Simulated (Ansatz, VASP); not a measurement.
**Pb in VASP and in Ansatz**

INCAR

```
PREC = Accurate
ENCUT = 520
EDIFF = 1E-6
ISMEAR = 0
SIGMA = 0.1
LREAL = Auto
LASPH = True
NELM = 100
ALGO = Fast
ISIF = 2
LWAVE = False
LCHARG = False
GGA = PE
NBANDS = 208
```

File KPOINTS:

```
regular mesh
0
Gamma
  3 3 3
```

POSCAR

```
Pb
1.0
   -7.5586333039      7.5586333039      0.0000000000
   -7.5586333039      0.0000000000      7.5586333039
    0.0000000000      7.5586333039      7.5586333039
Pb
27
Direct
    0.0000000000      0.0000000000      0.0000000000
    0.3333333333      0.0000000000      0.0000000000
    0.0000000000      0.3333333333      0.0000000000
    0.0000000000      0.0000000000      0.3333333333
    0.6666666667      0.0000000000      0.0000000000
    0.3333333333      0.3333333333      0.0000000000
    0.3333333333      0.0000000000      0.3333333333
    0.0000000000      0.6666666667      0.0000000000
    0.0000000000      0.3333333333      0.3333333333
    0.0000000000      0.0000000000      0.6666666667
    0.6666666667      0.3333333333      0.0000000000
    0.6666666667      0.0000000000      0.3333333333
    0.3333333333      0.6666666667      0.0000000000
    0.3333333333      0.3333333333      0.3333333333
    0.3333333333      0.0000000000      0.6666666667
    0.0000000000      0.6666666667      0.3333333333
    0.0000000000      0.3333333333      0.6666666667
    0.6666666667      0.6666666667      0.0000000000
    0.6666666667      0.3333333333      0.3333333333
    0.6666666667      0.0000000000      0.6666666667
    0.3333333333      0.6666666667      0.3333333333
    0.3333333333      0.3333333333      0.6666666667
    0.0000000000      0.6666666667      0.6666666667
    0.6666666667      0.6666666667      0.3333333333
    0.6666666667      0.3333333333      0.6666666667
    0.3333333333      0.6666666667      0.6666666667
    0.6666666667      0.6666666667      0.6666666667
```

Input for Ansatz:

```yaml
crystal:
  lattice:
    - [-7.5586333039, 7.5586333039, 0.0]
    - [-7.5586333039, 0.0, 7.5586333039]
    - [0.0, 7.5586333039, 7.5586333039]
  atoms:
    - { symbol: Pb, position: [0.0, 0.0, 0.0] }
    - { symbol: Pb, position: [0.3333333333, 0.0, 0.0] }
    - { symbol: Pb, position: [0.0, 0.3333333333, 0.0] }
    - { symbol: Pb, position: [0.0, 0.0, 0.3333333333] }
    - { symbol: Pb, position: [0.6666666667, 0.0, 0.0] }
    - { symbol: Pb, position: [0.3333333333, 0.3333333333, 0.0] }
    - { symbol: Pb, position: [0.3333333333, 0.0, 0.3333333333] }
    - { symbol: Pb, position: [0.0, 0.6666666667, 0.0] }
    - { symbol: Pb, position: [0.0, 0.3333333333, 0.3333333333] }
    - { symbol: Pb, position: [0.0, 0.0, 0.6666666667] }
    - { symbol: Pb, position: [0.6666666667, 0.3333333333, 0.0] }
    - { symbol: Pb, position: [0.6666666667, 0.0, 0.3333333333] }
    - { symbol: Pb, position: [0.3333333333, 0.6666666667, 0.0] }
    - { symbol: Pb, position: [0.3333333333, 0.3333333333, 0.3333333333] }
    - { symbol: Pb, position: [0.3333333333, 0.0, 0.6666666667] }
    - { symbol: Pb, position: [0.0, 0.6666666667, 0.3333333333] }
    - { symbol: Pb, position: [0.0, 0.3333333333, 0.6666666667] }
    - { symbol: Pb, position: [0.6666666667, 0.6666666667, 0.0] }
    - { symbol: Pb, position: [0.6666666667, 0.3333333333, 0.3333333333] }
    - { symbol: Pb, position: [0.6666666667, 0.0, 0.6666666667] }
    - { symbol: Pb, position: [0.3333333333, 0.6666666667, 0.3333333333] }
    - { symbol: Pb, position: [0.3333333333, 0.3333333333, 0.6666666667] }
    - { symbol: Pb, position: [0.0, 0.6666666667, 0.6666666667] }
    - { symbol: Pb, position: [0.6666666667, 0.6666666667, 0.3333333333] }
    - { symbol: Pb, position: [0.6666666667, 0.3333333333, 0.6666666667] }
    - { symbol: Pb, position: [0.3333333333, 0.6666666667, 0.6666666667] }
    - { symbol: Pb, position: [0.6666666667, 0.6666666667, 0.6666666667] }
basis:
  ecutwfc: 420
  xc_grid: 2
kpoints:
  mp_grid: { grid: [3, 3, 3], shift: [0.0, 0.0, 0.0] }
hamiltonian:
  xc: pbe
scf:
  occupations: { method: gaussian, width: 0.1 }
output:
  forces: true
  stress: true
  eigenvalues: true
  write_density: true
  write_potential: true
  elf: true
  volumetric_format: npy
```

Alike in both runs: task single point; functional PBE; k mesh 3 × 3 × 3; occupations gaussian, width 0.1 eV; no spin polarisation.

|  | VASP | Ansatz |
| --- | --- | --- |
| version | VASP 6.6.1 | Ansatz 0.2.0 |
| potentials or method | VASP PAW PBE potentials, release 64 (Pb_d), cutoff 520 eV | scalar-relativistic, plane waves, PAW |
| valence electrons in the cell | 378 | 378 |

Ansatz gave:

- gap on the k mesh at the Fermi level (eV): none
- pressure (GPa): -0.1

Q: What did VASP give for the same quantities?

A: gap on the k mesh at the Fermi level (eV): none; pressure (GPa): -0.2.

A gap of «none» marks a metal or a gap that the smearing closes.

Spin-orbit coupling is off throughout.
